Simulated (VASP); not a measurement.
A run of VASP 6.6.1 is set up as follows.

INCAR

```
PREC = Accurate
ENCUT = 520
EDIFF = 1E-6
ISMEAR = 0
SIGMA = 0.1
LREAL = False
LASPH = True
NELM = 60
ALGO = Fast
ISIF = 2
LWAVE = False
LCHARG = False
GGA = PE
NBANDS = 56
```

The input KPOINTS:

```
Automatic mesh
0
Gamma
  8 8 8
```

File POSCAR:

```
SiMo3
1.0
    4.9064533772      0.0000000000      0.0000000000
    0.0000000000      4.9064533772      0.0000000000
    0.0000000000      0.0000000000      4.9064533772
Si Mo
2 6
Direct
    0.5000000000      0.5000000000      0.5000000000
    0.0000000000      0.0000000000      0.0000000000
    0.0000000000      0.5000000000      0.2500000000
    0.0000000000      0.5000000000      0.7500000000
    0.5000000000      0.7500000000      0.0000000000
    0.5000000000      0.2500000000      0.0000000000
    0.7500000000      0.0000000000      0.5000000000
    0.2500000000      0.0000000000      0.5000000000
```

Potentials or basis: VASP PAW PBE potentials, release 64 (Si, Mo_sv).

Run with:

```bash
$ cat potpaw_PBE.64/Si/POTCAR potpaw_PBE.64/Mo_sv/POTCAR > POTCAR
$ mpirun -np 1 vasp_std > vasp.out
```

(1) Estimate the pressure.

(2) Estimate the band gap on the k mesh.

## Answers

(1) 0.5 GPa.

(2) zero (bands 46 and 47 overlap by 2.43 eV).
